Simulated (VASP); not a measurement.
# Cs (Fm-3m) in VASP: single point with PBE

Aim: the single point of Cs with PBE.

Everything below comes from runs of VASP 6.6.1. Logs are shortened: lines on timing, memory, paths and dates and some standing lists are left out, and cuts for length are marked.

### 1 The cell of the first run

Symmetry: Fm-3m, No. 225, cubic system. Conventional cell: a = 7.776 Å, b = 7.776 Å, c = 7.776 Å, α = 90.00°, β = 90.00°, γ = 90.00°.

### 2 Single point, PBE

Input file INCAR:

```
PREC = Accurate ; ENCUT = 520
EDIFF = 1E-6 ; ISMEAR = -1
SIGMA = 0.13605693000000002 ; LREAL = F
LASPH = T ; NELM = 60
ALGO = Normal ; ISIF = 2
LWAVE = F ; LCHARG = F
GGA = PE ; NBANDS = 10
```

Input file KPOINTS:

```
regular mesh
0
Gamma
  8 8 8
```

Input file POSCAR:

```
Cs
1.0
    0.0000000000      3.8879752351      3.8879752351
    3.8879752351      0.0000000000      3.8879752351
    3.8879752351      3.8879752351      0.0000000000
Cs
1
Direct
    0.0000000000      0.0000000000      0.0000000000
```

Potentials or basis: VASP PAW PBE potentials, release 64 (Cs_sv).

Started as:

```sh
> cat potpaw_PBE.64/Cs_sv/POTCAR > POTCAR
> mpirun -np 1 vasp_std > vasp.out
```

OUTCAR:

```text
PREC = Accurate
   ENCUT = 520
   EDIFF = 1E-6
   ISMEAR = -1
   LREAL = F
   LASPH = T
   NELM = 60
   ISIF = 2
   GGA = PE

 ion  position               nearest neighbor table
   1  0.000  0.000  0.000-

  LATTYP: Found a face centered cubic cell.
 ALAT       =     7.7759504702

  Lattice vectors:

 A1 = (   0.0000000000,   3.8879752351,   3.8879752351)
 A2 = (   3.8879752351,   0.0000000000,   3.8879752351)
 A3 = (   3.8879752351,   3.8879752351,   0.0000000000)

Analysis of symmetry for initial positions (statically):
=====================================================================
 Subroutine PRICEL returns:
 Original cell was already a primitive cell.

 Routine SETGRP: Setting up the symmetry group for a
 face centered cubic supercell.

 Subroutine GETGRP returns: Found 48 space group operations
 (whereof 48 operations were pure point group operations)
 out of a pool of 48 trial point group operations.

The static configuration has the point symmetry O_h .

Analysis of symmetry for dynamics (positions and initial velocities):
=====================================================================
 Subroutine PRICEL returns:
 Original cell was already a primitive cell.

 Routine SETGRP: Setting up the symmetry group for a
 face centered cubic supercell.

 Subroutine GETGRP returns: Found 48 space group operations
 (whereof 48 operations were pure point group operations)
 out of a pool of 48 trial point group operations.

The dynamic configuration has the point symmetry O_h .

 Subroutine INISYM returns: Found 48 space group operations
 (whereof 48 operations are pure point group operations),
 and found     1 'primitive' translations

----------------------------------------------------------------------------------------

                                     Primitive cell

  volume of cell :     117.5440

  direct lattice vectors                    reciprocal lattice vectors
     0.000000000  3.887975235  3.887975235    -0.128601642  0.128601642  0.128601642
     3.887975235  0.000000000  3.887975235     0.128601642 -0.128601642  0.128601642
     3.887975235  3.887975235  0.000000000     0.128601642  0.128601642 -0.128601642

  length of vectors
     5.498427308  5.498427308  5.498427308     0.222744578  0.222744578  0.222744578

  position of ions in fractional coordinates (direct lattice)
     0.000000000  0.000000000  0.000000000

  ion indices of the primitive-cell ions
   primitive index   ion index
                 1           1

----------------------------------------------------------------------------------------

 KPOINTS: regular mesh

Automatic generation of k-mesh.
 Grid dimensions read from file:
 generate k-points for:    8    8    8

 Generating k-lattice:

  Cartesian coordinates                     Fractional coordinates (reciprocal lattice)
    -0.016075205  0.016075205  0.016075205     0.125000000  0.000000000  0.000000000
     0.016075205 -0.016075205  0.016075205     0.000000000  0.125000000  0.000000000
     0.016075205  0.016075205 -0.016075205     0.000000000  0.000000000  0.125000000

  Length of vectors
     0.027843072  0.027843072  0.027843072

  Shift w.r.t. Gamma in fractional coordinates (k-lattice)
     0.000000000  0.000000000  0.000000000

 Subroutine IBZKPT returns following result:
 ===========================================

 Found     29 irreducible k-points:

 Following reciprocal coordinates:
            Coordinates               Weight
  0.000000  0.000000  0.000000      1.000000
  0.125000  0.000000  0.000000      8.000000
  0.250000  0.000000  0.000000      8.000000
  0.375000  0.000000  0.000000      8.000000
  0.500000  0.000000  0.000000      4.000000
  0.125000  0.125000  0.000000      6.000000
[... 16 lines left out ...]
  0.500000  0.250000  0.125000     48.000000
 -0.375000  0.250000  0.125000     24.000000
 [... further k-points ...]
   k-points           NKPTS =     29   k-points in BZ     NKDIM =     29   number of bands    NBANDS=     10
   number of dos      NEDOS =    301   number of ions     NIONS =      1
   total plane-waves  NPLWV =  74088
   dimension x,y,z NGX =    42 NGY =   42 NGZ =   42
   dimension x,y,z NGXF=    84 NGYF=   84 NGZF=   84
   ions per type =               1
   NGX,Y,Z   is equivalent  to a cutoff of  12.70, 12.70, 12.70 a.u.
   NGXF,Y,Z  is equivalent  to a cutoff of  25.40, 25.40, 25.40 a.u.
 SYSTEM =  unknown system
   PREC   = accura    normal or accurate (medium, high low for compatibility)
   ISTART =      0    job   : 0-new  1-cont  2-samecut
   ICHARG =      2    charge: 1-file 2-atom 10-const
   ISPIN  =      1    spin polarized calculation?
   LNONCOLLINEAR =      F non collinear calculations
   LSORBIT =      F    spin-orbit coupling
   LASPH  =      T    aspherical Exc in radial PAW
   ENCUT  =  520.0 eV  38.22 Ry    6.18 a.u.  10.22 10.22 10.22*2*pi/ulx,y,z
   NELM   =     60;   NELMIN=  2; NELMDL= -5     # of ELM steps
   EDIFF  = 0.1E-05   stopping-criterion for ELM
   LREAL  =      F    real-space projection
   EDIFFG = 0.1E-04   stopping-criterion for IOM
   NSW    =      0    number of steps for IOM
   IBRION =     -1    ionic relax: 0-MD 1-quasi-New 2-CG
   NFREE  =      0    steps in history (QN), initial steepest desc. (CG)
   ISIF   =      2    stress and relaxation
   ISYM   =      2    0-nonsym 1-usesym 2-fastsym
   POTIM  = 0.5000    time-step for ionic-motion
   TEBEG  =    0.0;   TEEND  =   0.0 temperature during run
   PSTRESS=    0.0 pullay stress
   NELECT =       9.0000    total number of electrons
   NUPDOWN=      -1.0000    fix difference up-down
   EMIN   =  10.00;   EMAX   =-10.00  energy-range for DOS
   EFERMI =   0.00;   METHOD = LEGACY
   ISMEAR =    -1;   SIGMA  =   0.14  broadening in eV -4-tet -1-fermi 0-gaus
   EFERMI_NEDOS =   21; number of points for ismear=-14 and -15
   IALGO  =     38    algorithm
   IMIX   =      4    mixing-type and parameters
     AMIX     =   0.40;   BMIX     =  1.00
     AMIX_MAG =   1.60;   BMIX_MAG =  1.00
  volume/ion in A,a.u.               =     117.54       793.23
  Fermi-wavevector in a.u.,A,eV,Ry     =   0.695167  1.313674  6.575104  0.483256
  Thomas-Fermi vector in A             =   1.777863
   LORBIT       =      0    0 simple, 1 ext, 2 COOP (PROOUT), +10 PAW based schemes
   GGA     = PE    functional components
   LHFCALC =     F    Hartree Fock is set to
   AEXX    =    0.0000 exact exchange contribution
   IVDW    =     0    specifies the selected vdW correction
   LEPSILON=     F    determine dielectric tensor
   LRPA    =     F    only Hartree local field effects (RPA)
 non-spin polarized calculation
  energy-cutoff  :      520.00
  volume of cell :      117.54
 maximum number of plane-waves:      3218
 NGX is ok and might be reduce to    42
   NGX = 21   NGY = 21   NGZ = 21

 number of electron       8.9999998 magnetization

 Free energy of the ion-electron system (eV)
  ---------------------------------------------------
  ext. energy  EPLUGINS =         0.00000000
  ---------------------------------------------------
  free energy    TOTEN  =        -0.88831604 eV

  energy without entropy =       -0.81346034  energy(sigma->0) =       -0.85088819

 E-fermi :   0.3818     XC(G=0):  -5.3505

 val. band max:        0.3782233642   @ k =   0.5000   0.0000   0.0000
 cond. band min:       0.4558433925   @ k =   0.5000   0.1250   0.0000
 fundamental gap:      0.0776200283
 Fermi energy:         0.3818327083

 k-point     1 :       0.0000    0.0000    0.0000
  band No.  band energies     occupation
      1     -23.4631      2.00000
      2     -10.2112      2.00000
      3     -10.2112      2.00000
      4     -10.2112      2.00000
      5      -1.2557      1.99999
      6       2.8373      0.00000
      7       2.8373      0.00000
      8       2.8373      0.00000
      9       3.9003      0.00000
     10       3.9003      0.00000

 k-point     2 :       0.1250    0.0000    0.0000
  band No.  band energies     occupation
      1     -23.4623      2.00000
      2     -10.2301      2.00000
      3     -10.2137      2.00000
      4     -10.2137      2.00000
      5      -1.0970      1.99996
      6       2.5488      0.00000
      7       2.9051      0.00000
      8       2.9051      0.00000
      9       3.7777      0.00000
     10       3.7777      0.00000

 k-point     3 :       0.2500    0.0000    0.0000
  band No.  band energies     occupation
      1     -23.4604      2.00000
      2     -10.2751      2.00000
      3     -10.2198      2.00000
      4     -10.2198      2.00000
      5      -0.6555      1.99902
      6       2.0187      0.00001
      7       2.9199      0.00000
      8       2.9199      0.00000
      9       3.8134      0.00000
     10       3.8134      0.00000

 k-point     4 :       0.3750    0.0000    0.0000
  band No.  band energies     occupation
      1     -23.4585      2.00000
      2     -10.3190      2.00000
      3     -10.2259      2.00000
      4     -10.2259      2.00000
      5      -0.0458      1.91729
      6       1.4935      0.00057
      7       2.7703      0.00000
      8       2.7703      0.00000
      9       4.2891      0.00000
     10       4.2891      0.00000
[... 222 lines left out ...]
 k-point    22 :       0.3750    0.2500    0.1250
  band No.  band energies     occupation
      1     -23.4590      2.00000
      2     -10.2860      2.00000
      3     -10.2430      2.00000
      4     -10.2277      2.00000
      5      -0.2835      1.98507
      6       1.8853      0.00003
      7       2.3725      0.00000
      8       3.2100      0.00000
      9       3.3813      0.00000
     10       4.4174      0.00000

 k-point    23 :       0.5000    0.2500    0.1250
  band No.  band energies     occupation
      1     -23.4574      2.00000
      2     -10.3096      2.00000
      3     -10.2569      2.00000
      4     -10.2350      2.00000
      5       0.3109      1.25503
      6       1.5466      0.00038
      7       2.0790      0.00001
      8       3.0546      0.00000
      9       3.8613      0.00000
     10       4.6783      0.00000

 k-point    24 :      -0.3750    0.2500    0.1250
  band No.  band energies     occupation
      1     -23.4568      2.00000
      2     -10.3197      2.00000
      3     -10.2612      2.00000
      4     -10.2389      2.00000
      5       0.8211      0.07622
      6       1.1279      0.00828
      7       2.0691      0.00001
      8       2.9602      0.00000
      9       3.9918      0.00000
     10       4.6976      0.00000

 [... further k-points ...]

------------------------ aborting loop because EDIFF is reached ----------------------------------------

  FORCE on cell =-STRESS in cart. coord.  units (eV):
  Direction    XX          YY          ZZ          XY          YZ          ZX
  --------------------------------------------------------------------------------------
  -------------------------------------------------------------------------------------
  Total       -0.0046236     -0.0046236     -0.0046236      0.0000000      0.0000000      0.0000000
  in kB       -0.0630223     -0.0630223     -0.0630223      0.0000000      0.0000000      0.0000000
  external PRESSURE =      -0.0630223 kB  Pullay stress =       0.0000000 kB

 VOLUME and BASIS-vectors are now :
 -----------------------------------------------------------------------------
  energy-cutoff  :      520.00
  volume of cell :      117.54
      direct lattice vectors                 reciprocal lattice vectors
     0.000000000  3.887975235  3.887975235    -0.128601642  0.128601642  0.128601642
     3.887975235  0.000000000  3.887975235     0.128601642 -0.128601642  0.128601642
     3.887975235  3.887975235  0.000000000     0.128601642  0.128601642 -0.128601642

 POSITION                                       TOTAL-FORCE (eV/Angst)
 -----------------------------------------------------------------------------------
      0.00000      0.00000      0.00000        -0.000000      0.000000      0.000000
 -----------------------------------------------------------------------------------
    total drift:                               -0.000000      0.000000     -0.000000

  FREE ENERGIE OF THE ION-ELECTRON SYSTEM (eV)
  ---------------------------------------------------
  free  energy   TOTEN  =        -0.8883160445 eV

  energy  without entropy=       -0.8134603389  energy(sigma->0) =       -0.85088819
```

It took 15 s on 1 thread of Intel Xeon 6975P-C (Granite Rapids), shared host; peak memory 0.24 GiB.

Results:

* Free energy: -0.8883 eV
* Pressure: 0.0 GPa

Caveat: spin-orbit coupling is left out, which moves the levels of the heavy elements.
